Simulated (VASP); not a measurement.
# NaI (P1) in VASP: a series of runs

The runs below take NaI through single point, with LDA.

Everything below comes from runs of VASP 6.6.1. Logs are shortened: lines on timing, memory, paths and dates and some standing lists are left out, and cuts for length are marked.

**1. The cell of the first run**

The typed cell holds 2 atoms: a = 4.585 Å, b = 4.585 Å, c = 4.585 Å, α = 60.00°, β = 60.00°, γ = 60.00°.

**2. Single point, LDA**

Input file INCAR:

```
PREC = Accurate
ENCUT = 500
EDIFF = 1E-6
ISMEAR = 0
SIGMA = 0.01
LREAL = False
LASPH = True
NELM = 120
ALGO = Normal
ISIF = 2
LWAVE = False
LCHARG = False
NBANDS = 14
GGA_COMPAT = False
```

Input file KPOINTS:

```
Automatic mesh
0
Gamma
  3 3 3
```

Input file POSCAR:

```
NaI
1.0
    0.0000000000      3.2417850349      3.2417850349
    3.2417850349      0.0000000000      3.2417850349
    3.2417850349      3.2417850349      0.0000000000
Na I
1 1
Direct
    0.0084400000      0.9944300000      0.9944600000
    0.5109400000      0.4948600000      0.4962900000
```

Potentials or basis: VASP PAW LDA potentials, release 64 (Na_pv, I).

Run with:

```sh
cat potpaw_LDA.64/Na_pv/POTCAR potpaw_LDA.64/I/POTCAR > POTCAR
mpirun -np 1 vasp_std > vasp.out
```

OUTCAR:

```text
PREC = Accurate
   ENCUT = 500
   EDIFF = 1E-6
   ISMEAR = 0
   LREAL = False
   LASPH = True
   NELM = 120
   ISIF = 2

 ion  position               nearest neighbor table
   1  0.008  0.994  0.994-
   2  0.511  0.495  0.496-

  LATTYP: Found a face centered cubic cell.
 ALAT       =     6.4835700698

  Lattice vectors:

 A1 = (   0.0000000000,   3.2417850349,   3.2417850349)
 A2 = (   3.2417850349,   0.0000000000,   3.2417850349)
 A3 = (   3.2417850349,   3.2417850349,   0.0000000000)

Analysis of symmetry for initial positions (statically):
=====================================================================
 Subroutine PRICEL returns:
 Original cell was already a primitive cell.

 Routine SETGRP: Setting up the symmetry group for a
 face centered cubic supercell.

 Subroutine GETGRP returns: Found  1 space group operations
 (whereof  1 operations were pure point group operations)
 out of a pool of 48 trial point group operations.

The static configuration has the point symmetry C_1 .

Analysis of symmetry for dynamics (positions and initial velocities):
=====================================================================
 Subroutine PRICEL returns:
 Original cell was already a primitive cell.

 Routine SETGRP: Setting up the symmetry group for a
 face centered cubic supercell.

 Subroutine GETGRP returns: Found  1 space group operations
 (whereof  1 operations were pure point group operations)
 out of a pool of 48 trial point group operations.

The dynamic configuration has the point symmetry C_1 .

 Subroutine INISYM returns: Found  1 space group operations
 (whereof  1 operations are pure point group operations),
 and found     1 'primitive' translations

----------------------------------------------------------------------------------------

                                     Primitive cell

  volume of cell :      68.1369

  direct lattice vectors                    reciprocal lattice vectors
     0.000000000  3.241785035  3.241785035    -0.154236013  0.154236013  0.154236013
     3.241785035  0.000000000  3.241785035     0.154236013 -0.154236013  0.154236013
     3.241785035  3.241785035  0.000000000     0.154236013  0.154236013 -0.154236013

  length of vectors
     4.584576363  4.584576363  4.584576363     0.267144612  0.267144612  0.267144612

  position of ions in fractional coordinates (direct lattice)
     0.008440000  0.994430000  0.994460000
     0.510940000  0.494860000  0.496290000

  ion indices of the primitive-cell ions
   primitive index   ion index
                 1           1
                 2           2

----------------------------------------------------------------------------------------

 KPOINTS: Automatic mesh

Automatic generation of k-mesh.
 Grid dimensions read from file:
 generate k-points for:    3    3    3

 Generating k-lattice:

  Cartesian coordinates                     Fractional coordinates (reciprocal lattice)
    -0.051412004  0.051412004  0.051412004     0.333333333  0.000000000  0.000000000
     0.051412004 -0.051412004  0.051412004     0.000000000  0.333333333  0.000000000
     0.051412004  0.051412004 -0.051412004     0.000000000  0.000000000  0.333333333

  Length of vectors
     0.089048204  0.089048204  0.089048204

  Shift w.r.t. Gamma in fractional coordinates (k-lattice)
     0.000000000  0.000000000  0.000000000

 Subroutine IBZKPT returns following result:
 ===========================================

 Found     14 irreducible k-points:

 Following reciprocal coordinates:
            Coordinates               Weight
  0.000000  0.000000  0.000000      1.000000
  0.333333  0.000000  0.000000      2.000000
  0.000000  0.333333  0.000000      2.000000
  0.000000  0.000000  0.333333      2.000000
  0.333333  0.333333  0.333333      2.000000
  0.333333  0.333333  0.000000      2.000000
  0.000000  0.333333  0.333333      2.000000
  0.333333  0.000000  0.333333      2.000000
 -0.333333  0.333333  0.000000      2.000000
  0.000000 -0.333333  0.333333      2.000000
  0.333333  0.000000 -0.333333      2.000000
  0.333333  0.333333 -0.333333      2.000000
 -0.333333  0.333333 -0.333333      2.000000
  0.333333 -0.333333 -0.333333      2.000000
   k-points           NKPTS =     14   k-points in BZ     NKDIM =     14   number of bands    NBANDS=     14
   number of dos      NEDOS =    301   number of ions     NIONS =      2
   total plane-waves  NPLWV =  46656
   dimension x,y,z NGX =    36 NGY =   36 NGZ =   36
   dimension x,y,z NGXF=    72 NGYF=   72 NGZF=   72
   ions per type =               1   1
   NGX,Y,Z   is equivalent  to a cutoff of  13.05, 13.05, 13.05 a.u.
   NGXF,Y,Z  is equivalent  to a cutoff of  26.11, 26.11, 26.11 a.u.
 SYSTEM =  unknown system
   PREC   = accura    normal or accurate (medium, high low for compatibility)
   ISTART =      0    job   : 0-new  1-cont  2-samecut
   ICHARG =      2    charge: 1-file 2-atom 10-const
   ISPIN  =      1    spin polarized calculation?
   LNONCOLLINEAR =      F non collinear calculations
   LSORBIT =      F    spin-orbit coupling
   LASPH  =      T    aspherical Exc in radial PAW
   ENCUT  =  500.0 eV  36.75 Ry    6.06 a.u.   8.36  8.36  8.36*2*pi/ulx,y,z
   NELM   =    120;   NELMIN=  2; NELMDL= -5     # of ELM steps
   EDIFF  = 0.1E-05   stopping-criterion for ELM
   LREAL  =      F    real-space projection
   EDIFFG = 0.1E-04   stopping-criterion for IOM
   NSW    =      0    number of steps for IOM
   IBRION =     -1    ionic relax: 0-MD 1-quasi-New 2-CG
   NFREE  =      0    steps in history (QN), initial steepest desc. (CG)
   ISIF   =      2    stress and relaxation
   ISYM   =      2    0-nonsym 1-usesym 2-fastsym
   POTIM  = 0.5000    time-step for ionic-motion
   TEBEG  =    0.0;   TEEND  =   0.0 temperature during run
   PSTRESS=    0.0 pullay stress
   NELECT =      14.0000    total number of electrons
   NUPDOWN=      -1.0000    fix difference up-down
   EMIN   =  10.00;   EMAX   =-10.00  energy-range for DOS
   EFERMI =   0.00;   METHOD = LEGACY
   ISMEAR =     0;   SIGMA  =   0.01  broadening in eV -4-tet -1-fermi 0-gaus
   EFERMI_NEDOS =   21; number of points for ismear=-14 and -15
   IALGO  =     38    algorithm
   IMIX   =      4    mixing-type and parameters
     AMIX     =   0.40;   BMIX     =  1.00
     AMIX_MAG =   1.60;   BMIX_MAG =  1.00
  volume/ion in A,a.u.               =      34.07       229.91
  Fermi-wavevector in a.u.,A,eV,Ry     =   0.966029  1.825529 12.697109  0.933211
  Thomas-Fermi vector in A             =   2.095795
   LORBIT       =      0    0 simple, 1 ext, 2 COOP (PROOUT), +10 PAW based schemes
   GGA     = CA    functional components
   LHFCALC =     F    Hartree Fock is set to
   AEXX    =    0.0000 exact exchange contribution
   IVDW    =     0    specifies the selected vdW correction
   LEPSILON=     F    determine dielectric tensor
   LRPA    =     F    only Hartree local field effects (RPA)
 non-spin polarized calculation
 Gauss-broadening in eV      SIGMA  =   0.01
  energy-cutoff  :      500.00
  volume of cell :       68.14
 maximum number of plane-waves:      1759
 NGX is ok and might be reduce to    36
   NGX = 17   NGY = 17   NGZ = 17

 number of electron      14.0000001 magnetization

 Free energy of the ion-electron system (eV)
  ---------------------------------------------------
  ext. energy  EPLUGINS =         0.00000000
  ---------------------------------------------------
  free energy    TOTEN  =        -5.92972727 eV

  energy without entropy =       -5.92972727  energy(sigma->0) =       -5.92972727

 E-fermi :   0.6771     XC(G=0):  -8.0713

 val. band max:        0.6157832525   @ k =   0.0000   0.0000   0.0000
 cond. band min:       3.9264963858   @ k =   0.0000   0.0000   0.0000
 fundamental gap:      3.3107131333
 Fermi energy:         0.6770742797

 k-point     1 :       0.0000    0.0000    0.0000
  band No.  band energies     occupation
      1     -21.8303      2.00000
      2     -21.8303      2.00000
      3     -21.8303      2.00000
      4     -10.4486      2.00000
      5       0.6156      2.00000
      6       0.6157      2.00000
      7       0.6158      2.00000
      8       3.9265      0.00000
      9       8.3907      0.00000
     10       8.3907      0.00000
     11       8.3909      0.00000
     12      10.2541      0.00000
     13      10.2542      0.00000
     14      10.7803      0.00000

 k-point     2 :       0.3333    0.0000    0.0000
  band No.  band energies     occupation
      1     -21.8343      2.00000
      2     -21.8305      2.00000
      3     -21.8305      2.00000
      4     -10.2178      2.00000
      5      -1.2013      2.00000
      6       0.3971      2.00000
      7       0.3973      2.00000
      8       5.4477      0.00000
      9       8.1256      0.00000
     10       8.1259      0.00000
     11       8.3587      0.00000
     12      10.4514      0.00000
     13      10.7405      0.00000
     14      10.7408      0.00000

 k-point     3 :       0.0000    0.3333    0.0000
  band No.  band energies     occupation
      1     -21.8343      2.00000
      2     -21.8305      2.00000
      3     -21.8305      2.00000
      4     -10.2178      2.00000
      5      -1.2014      2.00000
      6       0.3972      2.00000
      7       0.3972      2.00000
      8       5.4477      0.00000
      9       8.1256      0.00000
     10       8.1259      0.00000
     11       8.3588      0.00000
     12      10.4512      0.00000
     13      10.7404      0.00000
     14      10.7409      0.00000
[... 154 lines left out ...]
 k-point    13 :      -0.3333    0.3333   -0.3333
  band No.  band energies     occupation
      1     -21.8337      2.00000
      2     -21.8332      2.00000
      3     -21.8312      2.00000
      4     -10.0710      2.00000
      5      -0.9955      2.00000
      6      -0.8673      2.00000
      7       0.1031      2.00000
      8       5.9442      0.00000
      9       7.5048      0.00000
     10       8.5740      0.00000
     11       9.1132      0.00000
     12      10.2943      0.00000
     13      11.2677      0.00000
     14      14.1676      0.00000

 k-point    14 :       0.3333   -0.3333   -0.3333
  band No.  band energies     occupation
      1     -21.8337      2.00000
      2     -21.8332      2.00000
      3     -21.8312      2.00000
      4     -10.0710      2.00000
      5      -0.9955      2.00000
      6      -0.8673      2.00000
      7       0.1031      2.00000
      8       5.9442      0.00000
      9       7.5048      0.00000
     10       8.5740      0.00000
     11       9.1133      0.00000
     12      10.2944      0.00000
     13      11.2678      0.00000
     14      14.1679      0.00000

------------------------ aborting loop because EDIFF is reached ----------------------------------------

  FORCE on cell =-STRESS in cart. coord.  units (eV):
  Direction    XX          YY          ZZ          XY          YZ          ZX
  --------------------------------------------------------------------------------------
  -------------------------------------------------------------------------------------
  Total       -0.5679909     -0.5670099     -0.5677578     -0.0001153     -0.0001408     -0.0000855
  in kB      -13.3557815    -13.3327137    -13.3503005     -0.0027112     -0.0033119     -0.0020103
  external PRESSURE =     -13.3462652 kB  Pullay stress =       0.0000000 kB

 VOLUME and BASIS-vectors are now :
 -----------------------------------------------------------------------------
  energy-cutoff  :      500.00
  volume of cell :       68.14
      direct lattice vectors                 reciprocal lattice vectors
     0.000000000  3.241785035  3.241785035    -0.154236013  0.154236013  0.154236013
     3.241785035  0.000000000  3.241785035     0.154236013 -0.154236013  0.154236013
     3.241785035  3.241785035  0.000000000     0.154236013  0.154236013 -0.154236013

 POSITION                                       TOTAL-FORCE (eV/Angst)
 -----------------------------------------------------------------------------------
      6.44755      3.25119      3.25109         0.004770      0.009124      0.006175
      3.21310      3.26522      3.26059        -0.004770     -0.009124     -0.006175
 -----------------------------------------------------------------------------------
    total drift:                                0.000033      0.000033      0.000030

  FREE ENERGIE OF THE ION-ELECTRON SYSTEM (eV)
  ---------------------------------------------------
  free  energy   TOTEN  =        -5.9297272665 eV

  energy  without entropy=       -5.9297272665  energy(sigma->0) =       -5.92972727
```

Wall time 11 s (1 thread of Intel Xeon Platinum 8259CL at 2.50GHz (Skylake/Cascade Lake), shared host); peak memory 0.17 GiB.

Results:

- Free energy: -5.9297 eV
- Pressure: -1.3 GPa
- Largest force: 0.012 eV/Å
- Band gap on the k mesh: 3.31 eV

Forces in eV/Å, atoms in the order of the input:
```
Na   0.005  0.009  0.006
I   -0.005 -0.009 -0.006
```

Levels at points of the mesh, in eV from the valence-band top:
```tsv
k point	band 3	band 4	band 5	band 6	band 7	band 8	band 9	band 10	band 11	band 12
(0.00, 0.00, 0.00)	-22.45	-11.06	0.00	0.00	0.00	3.31	7.77	7.77	7.78	9.64
```

Caveat: the k points lie up to 0.56 Å⁻¹ apart; spin-orbit coupling is left out, which moves the levels of the heavy elements. As with any semilocal functional, this LDA gap is likely too small.

**3. Single point, LDA**

This run uses another cell than the first one, of 33.73 Å³/atom.

Input file INCAR:

```
PREC = Accurate ; ENCUT = 500
EDIFF = 1E-6 ; ISMEAR = 0
SIGMA = 0.01 ; LREAL = False
LASPH = True ; NELM = 120
ALGO = Normal ; ISIF = 2
LWAVE = False ; LCHARG = False
GGA = CA ; NBANDS = 14
GGA_COMPAT = False
```

KPOINTS is that of step 2.

Input file POSCAR:

```
NaI
1.0
    0.0000000000      3.2309969849      3.2309969849
    3.2309969849      0.0000000000      3.2309969849
    3.2309969849      3.2309969849      0.0000000000
Na I
1 1
Direct
    0.0084400000      0.9944300000      0.9944600000
    0.5109400000      0.4948600000      0.4962900000
```

Potentials or basis: VASP PAW LDA potentials, release 64 (Na_pv, I).

Run with:

```sh
cat potpaw_LDA.64/Na_pv/POTCAR potpaw_LDA.64/I/POTCAR > POTCAR
mpirun -np 1 vasp_std > vasp.out
```

Run time: 13 s. Hardware: 1 thread of Intel Xeon Platinum 8259CL at 2.50GHz (Skylake/Cascade Lake), shared host; peak memory 0.17 GiB.

The run converged. Its results:

- Free energy: -5.9350 eV
- Pressure: -1.2 GPa
- Largest force: 0.013 eV/Å
- Band gap on the k mesh: 3.34 eV

Forces on the atoms (eV/Å):
```
Na   0.005  0.010  0.007
I   -0.005 -0.010 -0.007
```

Levels at points of the mesh, in eV from the valence-band top:
| k point | band 3 | band 4 | band 5 | band 6 | band 7 | band 8 | band 9 | band 10 | band 11 | band 12 |
| --- | --- | --- | --- | --- | --- | --- | --- | --- | --- | --- |
| (0.00, 0.00, 0.00) | -22.44 | -11.09 | 0.00 | 0.00 | 0.00 | 3.34 | 7.78 | 7.78 | 7.78 | 9.65 |

Caveat: the k points lie up to 0.56 Å⁻¹ apart; spin-orbit coupling is left out, which moves the levels of the heavy elements. A hybrid or GW would open this gap; LDA tends to underestimate it.
